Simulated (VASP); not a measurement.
**In: density of states with PBEsol**

Crystal: In.

```xyz
1
Lattice="3.0122 0.0000 0.0000 0.0000 3.0122 0.0000 0.0000 0.0000 3.0122" Properties=species:S:1:pos:R:3 pbc="T T T"
In    0.0000    0.0000    0.0000
```

```
Program                 : VASP 6.6.1
Task                    : density of states
Functional              : PBEsol
Potentials or basis     : VASP PAW PBE potentials, release 64 (In_d)
Cutoff                  : 520 eV
k mesh                  : 14 × 14 × 14
Occupations             : fermi-dirac, width 0.05 eV
Spin                    : no spin polarisation
Dipole correction       : no
k mesh for the DOS      : 21 × 21 × 21
Occupations for the DOS : tetrahedron
Further INCAR settings  : ALGO = Normal; EDIFF = 1e-06; NBANDS = 12
```

* Valence electrons inside the program's atomic spheres: In 11.39

Levels at points of the mesh, in eV from the Fermi level:
| k point | band 2 | band 3 | band 4 | band 5 | band 6 | band 7 | band 8 | band 9 | band 10 | band 11 |
| --- | --- | --- | --- | --- | --- | --- | --- | --- | --- | --- |
| (0.00, 0.00, 0.00) | -14.95 | -14.15 | -14.15 | -14.15 | -9.29 | 7.48 | 7.48 | 7.48 | 10.76 | 10.76 |

Wall time 37 s on 1 thread of Intel Xeon 6975P-C, with other jobs on the host, peak memory 0.21 GiB.

Caveat: spin-orbit coupling is left out, which moves the levels of the heavy elements.
